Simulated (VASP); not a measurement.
Input of a VASP 6.6.1 run:

INCAR

```
SYSTEM = SiB4Mo
  PREC = Accurate
  ENCUT = 600
  EDIFF = 1E-6
  ISMEAR = 0
  SIGMA = 0.1
  LREAL = .False.
  LASPH = .True.
  NELM = 100
  ALGO = Normal
  ISIF = 3
  LWAVE = .False.
  LCHARG = .False.
  GGA = PE
  IBRION = 2
  NSW = 90
  EDIFFG = -0.04
```

KPOINTS

```
regular mesh
0
Gamma
  6 6 6
  0 0 0
```

The input POSCAR:

```
SiB4Mo
1.0
    2.0980623810     -4.0197035438      0.0000000000
    2.0980623810      4.0197035438      0.0000000000
    0.0000000000      0.0000000000      3.0148028797
Si B Mo
1 4 1
Direct
    0.0000000000      0.0000000000      0.5000000000
    0.1911038636      0.8088961364      0.0000000000
    0.8088961364      0.1911038636      0.0000000000
    0.0000000000      0.5000000000      0.5000000000
    0.5000000000      0.0000000000      0.5000000000
    0.5000000000      0.5000000000      0.0000000000
```

Potentials or basis: VASP PAW PBE potentials, release 64 (Si, B, Mo_sv).

Run with:

```bash
$ cat potpaw_PBE.64/Si/POTCAR potpaw_PBE.64/B/POTCAR potpaw_PBE.64/Mo_sv/POTCAR > POTCAR
$ mpirun -np 1 vasp_std > vasp.out
```

Q: Predict the band gap on the k mesh.

A: Zero (bands 15 and 16 overlap by 2.24 eV).

Final structure:
```yaml
crystal:
  lattice:
    - [2.09806, -4.01970, 0.00000]
    - [2.09806, 4.01970, 0.00000]
    - [0.00000, 0.00000, 3.01480]
  atoms:
    - { symbol: Si, position: [0.00000, 0.00000, 0.50000] }
    - { symbol: B, position: [0.19110, 0.80890, 0.00000] }
    - { symbol: B, position: [0.80890, 0.19110, 0.00000] }
    - { symbol: B, position: [0.00000, 0.50000, 0.50000] }
    - { symbol: B, position: [0.50000, 0.00000, 0.50000] }
    - { symbol: Mo, position: [0.50000, 0.50000, 0.00000] }
```

Caveat: the relaxation stopped at its first step, so nothing moved.
